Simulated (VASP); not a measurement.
# Al (P6_3/mmc) in VASP: notebook

The runs below take Al through single point, with PBE+D3(BJ).

All numbers are computed with VASP 6.6.1; they aren't measurements. Logs are shortened: lines on timing, memory, paths and dates and some standing lists are left out, and cuts for length are marked.

## 1. The cell of the first run

It takes space group P6_3/mmc (No. 194, hexagonal). Conventional cell: a = 2.740 Å, b = 2.740 Å, c = 9.748 Å, α = 90.00°, β = 90.00°, γ = 120.00°. Within 3.6 Å of Al (site symmetry -3m) lie 12 Al at 2.74 to 2.91 Å. Al (site symmetry -6m2) has 12 Al at 2.74 to 2.91 Å within 3.6 Å.

This isn't the form of Al at room conditions, which is fcc.

## 2. Single point, PBE+D3(BJ) (15.85 Å³/atom)

Input file INCAR:

```
SYSTEM = Al
ALGO     = Normal         ! electronic algorithm
EDIFF    = 1E-7           ! SCF threshold, eV
ENCUT    = 520            ! plane-wave cutoff, eV
GGA      = PE             ! functional
ISIF     = 2              ! what is computed and relaxed
ISMEAR   = 0              ! smearing method
IVDW     = 12             ! dispersion correction
LASPH    = .True.         ! aspherical terms in the spheres
LCHARG   = .False.        ! write CHGCAR
LREAL    = .False.        ! projectors in reciprocal space
LWAVE    = .False.        ! write WAVECAR
NBANDS   = 14             ! bands
NELM     = 60             ! most SCF steps
PREC     = Accurate       ! precision mode
SIGMA    = 0.15           ! smearing width, eV
```

Input file KPOINTS:

```
k-points
0
Gamma
  18 18 6
  0 0 0
```

Input file POSCAR:

```
Al
1.0
    2.7402168326      0.0000000000      0.0000000000
   -1.3701084163      2.3730973889      0.0000000000
    0.0000000000      0.0000000000      9.7483213818
Al
4
Direct
    0.0000000000      0.0000000000      0.0000000000
    0.3333333333      0.6666666667      0.2500000000
    0.0000000000      0.0000000000      0.5000000000
    0.6666666667      0.3333333333      0.7500000000
```

Potentials or basis: VASP PAW PBE potentials, release 64 (Al).

Run with:

```sh
cat potpaw_PBE.64/Al/POTCAR > POTCAR
mpirun -np 1 vasp_std > vasp.out
```

OUTCAR:

```text
SYSTEM = Al
   EDIFF = 1E-7
   ENCUT = 520
   GGA = PE
   ISIF = 2
   ISMEAR = 0
   IVDW = 12
   LASPH = .True.
   LREAL = .False.
   NELM = 60
   PREC = Accurate
 IVDW          = 12

 ion  position               nearest neighbor table
   1  0.000  0.000  0.000-   2 2.91   4 2.91   2 2.91   4 2.91   4 2.91   2 2.91
   2  0.333  0.667  0.250-   1 2.91   3 2.91   1 2.91   3 2.91   1 2.91   3 2.91
   3  0.000  0.000  0.500-   2 2.91   4 2.91   2 2.91   4 2.91   4 2.91   2 2.91
   4  0.667  0.333  0.750-   1 2.91   3 2.91   1 2.91   3 2.91   1 2.91   3 2.91

  LATTYP: Found a hexagonal cell.
 ALAT       =     2.7402168326
 C/A-ratio  =     3.5574999999

  Lattice vectors:

 A1 = (   2.7402168326,   0.0000000000,   0.0000000000)
 A2 = (  -1.3701084163,   2.3730973889,   0.0000000000)
 A3 = (   0.0000000000,   0.0000000000,   9.7483213818)

Analysis of symmetry for initial positions (statically):
=====================================================================
 Subroutine PRICEL returns:
 Original cell was already a primitive cell.

 Routine SETGRP: Setting up the symmetry group for a
 hexagonal supercell.

 Subroutine GETGRP returns: Found 24 space group operations
 (whereof 12 operations were pure point group operations)
 out of a pool of 24 trial point group operations.

The static configuration has the point symmetry D_3d.
 The point group associated with its full space group is D_6h.

Analysis of symmetry for dynamics (positions and initial velocities):
=====================================================================
 Subroutine PRICEL returns:
 Original cell was already a primitive cell.

 Routine SETGRP: Setting up the symmetry group for a
 hexagonal supercell.

 Subroutine GETGRP returns: Found 24 space group operations
 (whereof 12 operations were pure point group operations)
 out of a pool of 24 trial point group operations.

The dynamic configuration has the point symmetry D_3d.
 The point group associated with its full space group is D_6h.

 Subroutine INISYM returns: Found 24 space group operations
 (whereof 12 operations are pure point group operations),
 and found     1 'primitive' translations

----------------------------------------------------------------------------------------

                                     Primitive cell

  volume of cell :      63.3914

  direct lattice vectors                    reciprocal lattice vectors
[... 102 lines left out ...]
   NELECT =      12.0000    total number of electrons
   NUPDOWN=      -1.0000    fix difference up-down
   EMIN   =  10.00;   EMAX   =-10.00  energy-range for DOS
   EFERMI =   0.00;   METHOD = LEGACY
   ISMEAR =     0;   SIGMA  =   0.15  broadening in eV -4-tet -1-fermi 0-gaus
   EFERMI_NEDOS =   21; number of points for ismear=-14 and -15
   IALGO  =     38    algorithm
   IMIX   =      4    mixing-type and parameters
     AMIX     =   0.40;   BMIX     =  1.00
     AMIX_MAG =   1.60;   BMIX_MAG =  1.00
  volume/ion in A,a.u.               =      15.85       106.95
  Fermi-wavevector in a.u.,A,eV,Ry     =   0.939994  1.776331 12.021957  0.883589
  Thomas-Fermi vector in A             =   2.067362
   LORBIT       =      0    0 simple, 1 ext, 2 COOP (PROOUT), +10 PAW based schemes
   GGA     = PE    functional components
   LHFCALC =     F    Hartree Fock is set to
   AEXX    =    0.0000 exact exchange contribution
   IVDW    =    12    specifies the selected vdW correction
   LEPSILON=     F    determine dielectric tensor
   LRPA    =     F    only Hartree local field effects (RPA)
 non-spin polarized calculation
 Gauss-broadening in eV      SIGMA  =   0.15
  energy-cutoff  :      520.00
  volume of cell :       63.39
 maximum number of plane-waves:      1727
   NGX = 11   NGY = 11   NGZ = 37

 number of electron      12.0000000 magnetization

 Free energy of the ion-electron system (eV)
  ---------------------------------------------------
  ext. energy  EPLUGINS =         0.00000000
  ---------------------------------------------------
  free energy    TOTEN  =       -14.83568445 eV

  energy without entropy =      -14.81777739  energy(sigma->0) =      -14.82673092

 E-fermi :   8.3911     XC(G=0): -10.3396

 val. band max:        8.3865968016   @ k =   0.3333   0.1111   0.1667
 cond. band min:       8.3915618152   @ k =   0.3333  -0.0000   0.0000
 fundamental gap:      0.0049650136
 Fermi energy:         8.3910751072

 k-point     1 :       0.0000    0.0000    0.0000
  band No.  band energies     occupation
      1      -2.9958      2.00000
      2      -1.4509      2.00000
      3      -1.4477      2.00000
      4       2.9457      2.00000
      5       3.2528      2.00000
      6      10.3977      0.00000
      7      10.4033      0.00000
      8      19.3271      0.00000
      9      20.4654      0.00000
     10      20.7547      0.00000
     11      20.7547      0.00000
     12      20.7672      0.00000
     13      20.7672      0.00000
     14      21.5932      0.00000
[... 377 lines left out ...]
      1       2.3227      2.00000
      2       3.7789      2.00000
      3       3.7841      2.00000
      4       5.0568      2.00000
      5       6.5763      2.00000
      6       6.6216      2.00000
      7       8.3284      1.44550
      8       8.3683      1.17000
      9      10.6363      0.00000
     10      11.0910      0.00000
     11      12.4081      0.00000
     12      13.2896      0.00000
     13      13.6610      0.00000
     14      15.5886      0.00000

 [... further k-points ...]

------------------------ aborting loop because EDIFF is reached ----------------------------------------

 Edisp (eV)   -1.40367

 E8    (eV) :    -0.6283

  FORCE on cell =-STRESS in cart. coord.  units (eV):
  Direction    XX          YY          ZZ          XY          YZ          ZX
  --------------------------------------------------------------------------------------
  -------------------------------------------------------------------------------------
  Total       1.26607     1.26607    -1.46019     0.00000     0.00000    -0.00000
  in kB      31.99919    31.99919   -36.90529     0.00000     0.00000    -0.00000
  external pressure =        9.03 kB  Pullay stress =        0.00 kB

 VOLUME and BASIS-vectors are now :
 -----------------------------------------------------------------------------
  energy-cutoff  :      520.00
  volume of cell :       63.39
      direct lattice vectors                 reciprocal lattice vectors
     2.740216833  0.000000000  0.000000000     0.364934624  0.210695104  0.000000000
    -1.370108416  2.373097389  0.000000000     0.000000000  0.421390207  0.000000000
     0.000000000  0.000000000  9.748321382     0.000000000  0.000000000  0.102581764

 POSITION                                       TOTAL-FORCE (eV/Angst)
 -----------------------------------------------------------------------------------
      0.00000      0.00000      0.00000         0.000000      0.000000     -0.000000
     -0.00000      1.58206      2.43708         0.000000     -0.000000     -0.000000
      0.00000      0.00000      4.87416         0.000000      0.000000     -0.000000
      1.37011      0.79103      7.31124        -0.000000      0.000000      0.000000
 -----------------------------------------------------------------------------------
    total drift:                               -0.000000      0.000000     -0.000000

  FREE ENERGIE OF THE ION-ELECTRON SYSTEM (eV)
  ---------------------------------------------------
  free  energy   TOTEN  =       -16.2393528306 eV

  energy  without entropy=      -16.2214457729  energy(sigma->0) =      -16.23039930
```

stdout:

```text
POSCAR found type information on POSCAR Al
 POSCAR found :  1 types and       4 ions
 scaLAPACK will be used
 LDA part: xc-table for (Slater+PW92), standard interpolation
 POSCAR, INCAR and KPOINTS ok, starting setup
 FFT: planning ... GRIDC
 FFT: planning ... GRID_SOFT
 FFT: planning ... GRID
 WAVECAR not read
 entering main loop
```

Wall time 43 s (1 thread of Intel Xeon 6975P-C (Granite Rapids), shared host); peak memory 0.24 GiB.

Results:

```yaml
Free_energy: -16.2394 eV
Pressure: 0.9 GPa
Band_gap_on_the_k_mesh: zero (bands 6 and 7 overlap by 4.34 eV)
Dispersion_energy_per_atom: -0.351 eV
```

## 3. Single point, PBE+D3(BJ) (15.85 Å³/atom)

Input file INCAR:

```
PREC     = Accurate       # precision mode
ENCUT    = 520            # plane-wave cutoff, eV
EDIFF    = 1E-6           # SCF threshold, eV
ISMEAR   = 0              # smearing method
SIGMA    = 0.15           # smearing width, eV
LREAL    = False          # projectors in reciprocal space
LASPH    = True           # aspherical terms in the spheres
NELM     = 60             # most SCF steps
ALGO     = Fast           # electronic algorithm
ISIF     = 2              # what is computed and relaxed
LWAVE    = False          # write WAVECAR
LCHARG   = False          # write CHGCAR
GGA      = PE             # functional
IVDW     = 12             # dispersion correction
NBANDS   = 14             # bands
```

Input file KPOINTS:

```
Automatic mesh
0
Gamma
  18 18 6
```

Input file POSCAR:

```
Al
1.0
    2.8522941509      0.0000000000      0.0000000000
   -1.4261470755      2.4701591937      0.0000000000
    0.0000000000      0.0000000000      8.9972766697
Al
4
Direct
    0.0000000000      0.0000000000      0.0000000000
    0.3333333333      0.6666666667      0.2500000000
    0.0000000000      0.0000000000      0.5000000000
    0.6666666667      0.3333333333      0.7500000000
```

Potentials or basis: VASP PAW PBE potentials, release 64 (Al).

Run with:

```sh
cat potpaw_PBE.64/Al/POTCAR > POTCAR
mpirun -np 1 vasp_std > vasp.out
```

OUTCAR:

```text
PREC = Accurate
   ENCUT = 520
   EDIFF = 1E-6
   ISMEAR = 0
   LREAL = False
   LASPH = True
   NELM = 60
   ISIF = 2
   GGA = PE
   IVDW = 12
 IVDW          = 12

 ion  position               nearest neighbor table
   1  0.000  0.000  0.000-   2 2.79   4 2.79   2 2.79   4 2.79   4 2.79   2 2.79
   2  0.333  0.667  0.250-   1 2.79   3 2.79   1 2.79   3 2.79   1 2.79   3 2.79
   3  0.000  0.000  0.500-   2 2.79   4 2.79   2 2.79   4 2.79   4 2.79   2 2.79
   4  0.667  0.333  0.750-   1 2.79   3 2.79   1 2.79   3 2.79   1 2.79   3 2.79

[... 616 lines left out ...]
  Direction    XX          YY          ZZ          XY          YZ          ZX
  --------------------------------------------------------------------------------------
  -------------------------------------------------------------------------------------
  Total      -0.43938    -0.43938     0.98559     0.00000     0.00000     0.00000
  in kB     -11.10499   -11.10499    24.91004     0.00000     0.00000     0.00000
  external pressure =        0.90 kB  Pullay stress =        0.00 kB

 VOLUME and BASIS-vectors are now :
 -----------------------------------------------------------------------------
  energy-cutoff  :      520.00
  volume of cell :       63.39
      direct lattice vectors                 reciprocal lattice vectors
     2.852294151  0.000000000  0.000000000     0.350594976  0.202416104  0.000000000
    -1.426147076  2.470159194  0.000000000     0.000000000  0.404832208  0.000000000
     0.000000000  0.000000000  8.997276670     0.000000000  0.000000000  0.111144743

 POSITION                                       TOTAL-FORCE (eV/Angst)
 -----------------------------------------------------------------------------------
      0.00000      0.00000      0.00000        -0.000000      0.000000     -0.000000
     -0.00000      1.64677      2.24932        -0.000000      0.000000      0.000000
      0.00000      0.00000      4.49864        -0.000000      0.000000     -0.000000
      1.42615      0.82339      6.74796         0.000000      0.000000      0.000000
 -----------------------------------------------------------------------------------
    total drift:                               -0.000000      0.000000      0.000000

  FREE ENERGIE OF THE ION-ELECTRON SYSTEM (eV)
  ---------------------------------------------------
  free  energy   TOTEN  =       -16.2934995377 eV

  energy  without entropy=      -16.2762478639  energy(sigma->0) =      -16.28487370
```

It took 50 s on 1 thread of Intel Xeon 6975P-C (Granite Rapids), shared host; peak memory 0.25 GiB.

Results:

```yaml
Free_energy: -16.2935 eV
Pressure: 0.1 GPa
Band_gap_on_the_k_mesh: zero (bands 6 and 7 overlap by 6.14 eV)
Dispersion_energy_per_atom: -0.351 eV
```

Levels at points of the mesh, in eV from the Fermi level:
```tsv
k point	band 4	band 5	band 6	band 7	band 8	band 9
(0.00, 0.00, 0.00)	-4.56	-4.00	4.19	4.21	10.42	10.42
(0.50, 0.00, 0.00)	-4.01	-3.47	-3.36	0.86	1.31	1.70
(0.00, 0.00, 0.50)	-7.37	-0.39	-0.39	9.32	9.32	10.77
(0.50, 0.00, 0.50)	-5.01	-1.87	-1.87	-1.18	-1.18	4.97
```
